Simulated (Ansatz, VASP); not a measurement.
BaTiO3: VASP beside Ansatz

File INCAR:

```
PREC = Accurate ; ENCUT = 1340
EDIFF = 1E-6 ; ISMEAR = 0
SIGMA = 0.05 ; LREAL = False
LASPH = True ; NELM = 120
ALGO = Normal ; ISIF = 2
LWAVE = False ; LCHARG = False
GGA = PE ; NBANDS = 28
GGA_COMPAT = False
```

Contents of KPOINTS:

```
Automatic mesh
0
Gamma
  8 8 8
```

Contents of POSCAR:

```
BaTiO3
1.0
    4.0192501416      0.0000000000      0.0000000000
    0.0000000000      4.0192501416      0.0000000000
    0.0000000000      0.0000000000      4.1398276458
Ba Ti O
1 1 3
Direct
    0.5000000000      0.5000000000      0.5000000000
    0.0000000000      0.0000000000      0.0000000000
    0.5000000000      0.0000000000      0.0000000000
    0.0000000000      0.5000000000      0.0000000000
    0.0000000000      0.0000000000      0.5000000000
```

Input for Ansatz:

```yaml
crystal:
  lattice:
    - [4.0192501416, 0.0, 0.0]
    - [0.0, 4.0192501416, 0.0]
    - [0.0, 0.0, 4.1398276458]
  atoms:
    - { symbol: Ba, position: [0.5, 0.5, 0.5] }
    - { symbol: Ti, position: [0.0, 0.0, 0.0] }
    - { symbol: O, position: [0.5, 0.0, 0.0] }
    - { symbol: O, position: [0.0, 0.5, 0.0] }
    - { symbol: O, position: [0.0, 0.0, 0.5] }
basis:
  ecutwfc: 420
kpoints:
  mp_grid: { grid: [8, 8, 8] }
hamiltonian:
  xc: pbe
scf:
  occupations: { method: gaussian, width: 0.05 }
output:
  forces: true
  stress: true
  eigenvalues: true
```

Change from the starting cell: strain +0.0300 x Voigt [0, 0, 1, 0, 0, 0], atoms carried along.

Alike in both runs: task single point; functional PBE; k mesh 8 × 8 × 8; occupations gaussian, width 0.05 eV; no spin polarisation.

```csv
,VASP,Ansatz
version,VASP 6.6.1,Ansatz 0.2.0
potentials or method,"VASP PAW PBE potentials, release 64 (Ba_sv, Ti_sv, O_h), cutoff 1340 eV","scalar-relativistic, plane waves, PAW"
valence electrons in the cell,40,40
```

VASP gave:

- gap on the k mesh at the Fermi level (eV): 1.61
- least direct gap on the mesh (eV): 1.82
- pressure (GPa): -3.0
- traceless stress, the component that is largest in VASP (GPa): -2.99

Q: What did Ansatz give for the same quantities?

A: gap on the k mesh at the Fermi level (eV): 1.66; least direct gap on the mesh (eV): 1.84; pressure (GPa): -4.3; traceless stress, the component that is largest in VASP (GPa): -2.92.

Spin-orbit coupling is off throughout.
